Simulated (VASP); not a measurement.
# ZnAu (Pm-3m) in VASP: single point with r2SCAN

Aim: the single point of ZnAu with r2SCAN.

Program: VASP 6.6.1. These are calculated values, not measurements. Logs are shortened: lines on timing, memory, paths and dates and some standing lists are left out, and cuts for length are marked.

## (1) The cell of the first run

The structure is cubic, space group Pm-3m (No. 221). Conventional cell: a = 3.233 Å, b = 3.233 Å, c = 3.233 Å, α = 90.00°, β = 90.00°, γ = 90.00°. Within 3.7 Å of Au (site symmetry m-3m) lie 8 Zn at 2.80 Å and 6 Au at 3.23 Å. Within 3.7 Å of Zn (site symmetry m-3m) lie 8 Au at 2.80 Å and 6 Zn at 3.23 Å.

## (2) Single point, r2SCAN

Input file POSCAR:

```
ZnAu
1.0
    3.2334310000      0.0000000000      0.0000000000
    0.0000000000      3.2334310000      0.0000000000
    0.0000000000      0.0000000000      3.2334310000
Au Zn
1 1
Direct
    0.0000000000      0.0000000000      0.0000000000
    0.5000000000      0.5000000000      0.5000000000
```

Input file INCAR.step1:

```
SYSTEM = ZnAu
ALGO     = Normal         ! electronic algorithm
EDIFF    = 1E-5           ! SCF threshold, eV
ENCUT    = 550            ! plane-wave cutoff, eV
GGA      = PE             ! functional
GGA_COMPAT= .False.      
ISMEAR   = -1             ! smearing method
LASPH    = .True.         ! aspherical terms in the spheres
LCHARG   = .False.        ! write CHGCAR
LREAL    = .False.        ! projectors in reciprocal space
LWAVE    = .True.         ! write WAVECAR
NBANDS   = 18             ! bands
NELM     = 120            ! most SCF steps
PREC     = Accurate       ! precision mode
SIGMA    = 0.0296         ! smearing width, eV
```

Input file INCAR.step2:

```
SYSTEM = ZnAu
ALGO     = Normal         ! electronic algorithm
EDIFF    = 1E-6           ! SCF threshold, eV
ENCUT    = 550            ! plane-wave cutoff, eV
GGA_COMPAT= .False.      
ISIF     = 2              ! what is computed and relaxed
ISMEAR   = -1             ! smearing method
ISTART   = 1            
LASPH    = .True.         ! aspherical terms in the spheres
LCHARG   = .False.        ! write CHGCAR
LMIXTAU  = .True.       
LREAL    = .False.        ! projectors in reciprocal space
LWAVE    = .False.        ! write WAVECAR
METAGGA  = R2SCAN         ! meta-GGA
NBANDS   = 18             ! bands
NELM     = 120            ! most SCF steps
PREC     = Accurate       ! precision mode
SIGMA    = 0.0296         ! smearing width, eV
```

Input file KPOINTS:

```
k-points
0
Gamma
  10 10 10
  0 0 0
```

Potentials or basis: VASP PAW PBE potentials, release 64 (Au, Zn).

Launch:

```sh
cat potpaw_PBE.64/Au/POTCAR potpaw_PBE.64/Zn/POTCAR > POTCAR
cp INCAR.step1 INCAR
mpirun -np 1 vasp_std > vasp.out
cp INCAR.step2 INCAR
mpirun -np 1 vasp_std > vasp.out
```

OUTCAR:

```text
SYSTEM = ZnAu
   EDIFF = 1E-6
   ENCUT = 550
   ISIF = 2
   ISMEAR = -1
   ISTART = 1
   LASPH = .True.
   LREAL = .False.
   METAGGA = R2SCAN
   NELM = 120
   PREC = Accurate

 ion  position               nearest neighbor table
   1  0.000  0.000  0.000-   2 2.80   2 2.80   2 2.80   2 2.80   2 2.80   2 2.80   2 2.80   2 2.80

   2  0.500  0.500  0.500-   1 2.80   1 2.80   1 2.80   1 2.80   1 2.80   1 2.80   1 2.80   1 2.80

  LATTYP: Found a simple cubic cell.
 ALAT       =     3.2334310000

  Lattice vectors:

 A1 = (   3.2334310000,   0.0000000000,   0.0000000000)
 A2 = (   0.0000000000,   3.2334310000,   0.0000000000)
 A3 = (   0.0000000000,   0.0000000000,   3.2334310000)

Analysis of symmetry for initial positions (statically):
=====================================================================
 Subroutine PRICEL returns:
 Original cell was already a primitive cell.

 Routine SETGRP: Setting up the symmetry group for a
 simple cubic supercell.

 Subroutine GETGRP returns: Found 48 space group operations
 (whereof 48 operations were pure point group operations)
 out of a pool of 48 trial point group operations.

The static configuration has the point symmetry O_h .

Analysis of symmetry for dynamics (positions and initial velocities):
=====================================================================
 Subroutine PRICEL returns:
 Original cell was already a primitive cell.

 Routine SETGRP: Setting up the symmetry group for a
 simple cubic supercell.

 Subroutine GETGRP returns: Found 48 space group operations
 (whereof 48 operations were pure point group operations)
 out of a pool of 48 trial point group operations.

The dynamic configuration has the point symmetry O_h .

 Subroutine INISYM returns: Found 48 space group operations
 (whereof 48 operations are pure point group operations),
 and found     1 'primitive' translations

----------------------------------------------------------------------------------------

                                     Primitive cell

  volume of cell :      33.8058

  direct lattice vectors                    reciprocal lattice vectors
     3.233431000  0.000000000  0.000000000     0.309269009  0.000000000  0.000000000
     0.000000000  3.233431000  0.000000000     0.000000000  0.309269009  0.000000000
     0.000000000  0.000000000  3.233431000     0.000000000  0.000000000  0.309269009

  length of vectors
     3.233431000  3.233431000  3.233431000     0.309269009  0.309269009  0.309269009

  position of ions in fractional coordinates (direct lattice)
[... 78 lines left out ...]
   NELM   =    120;   NELMIN=  2; NELMDL=  0     # of ELM steps
   EDIFF  = 0.1E-05   stopping-criterion for ELM
   LREAL  =      F    real-space projection
   EDIFFG = 0.1E-04   stopping-criterion for IOM
   NSW    =      0    number of steps for IOM
   IBRION =     -1    ionic relax: 0-MD 1-quasi-New 2-CG
   NFREE  =      0    steps in history (QN), initial steepest desc. (CG)
   ISIF   =      2    stress and relaxation
   ISYM   =      2    0-nonsym 1-usesym 2-fastsym
   POTIM  = 0.5000    time-step for ionic-motion
   TEBEG  =    0.0;   TEEND  =   0.0 temperature during run
   PSTRESS=    0.0 pullay stress
   NELECT =      23.0000    total number of electrons
   NUPDOWN=      -1.0000    fix difference up-down
   EMIN   =  10.00;   EMAX   =-10.00  energy-range for DOS
   EFERMI =   0.00;   METHOD = LEGACY
   ISMEAR =    -1;   SIGMA  =   0.03  broadening in eV -4-tet -1-fermi 0-gaus
   EFERMI_NEDOS =   21; number of points for ismear=-14 and -15
   IALGO  =     38    algorithm
   IMIX   =      4    mixing-type and parameters
     AMIX     =   0.40;   BMIX     =  1.00
     AMIX_MAG =   1.60;   BMIX_MAG =  1.00
  volume/ion in A,a.u.               =      16.90       114.07
  Fermi-wavevector in a.u.,A,eV,Ry     =   1.439861  2.720942 28.207587  2.073199
  Thomas-Fermi vector in A             =   2.558669
   LORBIT       =      0    0 simple, 1 ext, 2 COOP (PROOUT), +10 PAW based schemes
   METAGGA = R2SCAN    functional components
   LHFCALC =     F    Hartree Fock is set to
   AEXX    =    0.0000 exact exchange contribution
   IVDW    =     0    specifies the selected vdW correction
   LEPSILON=     F    determine dielectric tensor
   LRPA    =     F    only Hartree local field effects (RPA)
 non-spin polarized calculation
  energy-cutoff  :      550.00
  volume of cell :       33.81
 maximum number of plane-waves:      1021
 NGX is ok and might be reduce to    28
   NGX = 13   NGY = 13   NGZ = 13

 number of electron      23.0000004 magnetization

 Free energy of the ion-electron system (eV)
  ---------------------------------------------------
  ext. energy  EPLUGINS =         0.00000000
  ---------------------------------------------------
  free energy    TOTEN  =       -59.86292589 eV

  energy without entropy =      -59.86069387  energy(sigma->0) =      -59.86180988

 E-fermi :   6.0228     XC(G=0): -12.8880

 val. band max:        5.9613699978   @ k =   0.5000   0.5000   0.2000
 cond. band min:       6.0278987098   @ k =   0.3000   0.1000   0.1000
 fundamental gap:      0.0665287120
 Fermi energy:         6.0228383339

 k-point     1 :       0.0000    0.0000    0.0000
  band No.  band energies     occupation
      1      -4.2297      2.00000
      2      -2.1248      2.00000
      3      -2.1248      2.00000
      4      -1.5968      2.00000
      5      -1.5968      2.00000
      6      -1.5968      2.00000
[... 481 lines left out ...]
      5      -1.6110      2.00000
      6      -1.4905      2.00000
[... 10 lines left out ...]
     17      18.9011      0.00000
     18      20.6534      0.00000

 [... further k-points ...]

------------------------ aborting loop because EDIFF is reached ----------------------------------------

  FORCE on cell =-STRESS in cart. coord.  units (eV):
  Direction    XX          YY          ZZ          XY          YZ          ZX
  --------------------------------------------------------------------------------------
  -------------------------------------------------------------------------------------
  Total       -1.8323394     -1.8323394     -1.8323394      0.0000000      0.0000000      0.0000000
  in kB      -86.8411774    -86.8411774    -86.8411774      0.0000000      0.0000000      0.0000000
  external PRESSURE =     -86.8411774 kB  Pullay stress =       0.0000000 kB

 VOLUME and BASIS-vectors are now :
 -----------------------------------------------------------------------------
  energy-cutoff  :      550.00
  volume of cell :       33.81
      direct lattice vectors                 reciprocal lattice vectors
     3.233431000  0.000000000  0.000000000     0.309269009  0.000000000  0.000000000
     0.000000000  3.233431000  0.000000000     0.000000000  0.309269009  0.000000000
     0.000000000  0.000000000  3.233431000     0.000000000  0.000000000  0.309269009

 POSITION                                       TOTAL-FORCE (eV/Angst)
 -----------------------------------------------------------------------------------
      0.00000      0.00000      0.00000         0.000000      0.000000      0.000000
      1.61672      1.61672      1.61672         0.000000      0.000000      0.000000
 -----------------------------------------------------------------------------------
    total drift:                                0.000000      0.000000      0.000000

  FREE ENERGIE OF THE ION-ELECTRON SYSTEM (eV)
  ---------------------------------------------------
  free  energy   TOTEN  =       -59.8629258865 eV

  energy  without entropy=      -59.8606938740  energy(sigma->0) =      -59.86180988
```

Run time: 80 s. Hardware: 1 thread of Intel Xeon Platinum 8488C (Sapphire Rapids), shared host; peak memory 0.19 GiB.

Results:

| Item | Value |
| --- | --- |
| Free energy | -59.8629 eV |
| Pressure | -8.7 GPa |
| Band gap on the k mesh | zero (an odd number of electrons rules out a gap without spin polarisation) |

Caveat: the cell stands under tension; the PAW data sets were made with another functional, which shifts forces and pressure a little; spin-orbit coupling is left out, which moves the levels of the heavy elements.

The gap in the log of VASP goes by the Fermi energy; the results here count the filled bands.